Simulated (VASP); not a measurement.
W, 1 atom in the cell. Symmetry: Pm-3m, No. 221, cubic system. Conventional cell: a = 2.590 Å, b = 2.590 Å, c = 2.590 Å, α = 90.00°, β = 90.00°, γ = 90.00°. Within 3.4 Å of W (site symmetry m-3m) lie 6 W at 2.59 Å. 

```yaml
Program: VASP 6.6.1
Task: relaxation of cell and atoms
Functional: PBE
Potentials_or_basis: VASP PAW PBE potentials, release 64 (W_sv)
Cutoff: 600 eV
k_mesh: 18 × 18 × 18
Occupations: gaussian, width 0.1 eV
Spin: no spin polarisation
Target_pressure: 20 GPa
Dipole_correction: no
Further_INCAR_settings: ALGO = Normal; EDIFF = 1e-06; IBRION = 2; EDIFFG = -0.01; NSW = 60; ISIF = 3
```

Potentials or basis: VASP PAW PBE potentials, release 64 (W_sv).

Run with:

```bash
$ cat potpaw_PBE.64/W_sv/POTCAR > POTCAR
$ mpirun -np 1 vasp_std > vasp.out
```

Hardware: 1 thread of Intel(R) Xeon(R) 6975P-C (Granite Rapids), with other jobs on the host.

**Question.** Estimate the wall time of this run.

**Answer.** It took 40 s on 1 thread of Intel(R) Xeon(R) 6975P-C (Granite Rapids) (shared host), peak memory 0.19 GiB. Counts: scf iterations 29, k points 220, ion steps 4.
